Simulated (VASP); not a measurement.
Write the native input for VASP 6.6.1 that does the following.

* Task: single point
* Functional: PBE
* Potentials or basis: VASP PAW PBE potentials, release 64 (Sb, Bi_d, O)
* Cutoff: 520 eV
* k mesh: 4 × 4 × 4
* Occupations: gaussian, width 0.1 eV
* Spin: no spin polarisation
* Dipole correction: no
* Further INCAR settings: ALGO = Normal; EDIFF = 1e-06; NBANDS = 26

The structure of BiSb3O lies in POSCAR:

```
BiSb3O
1.0
    4.7261062700      0.0000000000      0.0000000000
    0.0000000000      4.7261062700      0.0000000000
    0.0000000000      0.0000000000      4.7261062700
Sb Bi O
3 1 1
Direct
    0.5000000000      0.5000000000      0.0000000000
    0.0000000000      0.5000000000      0.5000000000
    0.5000000000      0.0000000000      0.5000000000
    0.5000000000      0.5000000000      0.5000000000
    0.0000000000      0.0000000000      0.0000000000
```

These files were run (other wordings do the same):

INCAR

```
SYSTEM = BiSb3O
ALGO = Normal ; EDIFF = 1E-6
ENCUT = 520 ; GGA = PE
ISIF = 2 ; ISMEAR = 0
LASPH = .True. ; LCHARG = .False.
LREAL = .False. ; LWAVE = .False.
NBANDS = 26 ; NELM = 60
PREC = Accurate ; SIGMA = 0.1
```

KPOINTS

```
k-points
0
Gamma
  4 4 4
  0 0 0
```

Potentials or basis: VASP PAW PBE potentials, release 64 (Sb, Bi_d, O).

Command:

```sh
$ cat potpaw_PBE.64/Sb/POTCAR potpaw_PBE.64/Bi_d/POTCAR potpaw_PBE.64/O/POTCAR > POTCAR
$ mpirun -np 1 vasp_std > vasp.out
```

Results of the run:

```yaml
Pressure: 72.5 GPa
Band_gap_on_the_k_mesh: zero (band 18 reaches 10.95 eV, above the bottom of band 19 at 8.71 eV)
```

Caveat: spin-orbit coupling is left out, which moves the levels of the heavy elements.

Wall time 36 s on 1 thread of Intel(R) Xeon(R) Platinum 8488C (Sapphire Rapids) (shared host), peak memory 0.21 GiB.
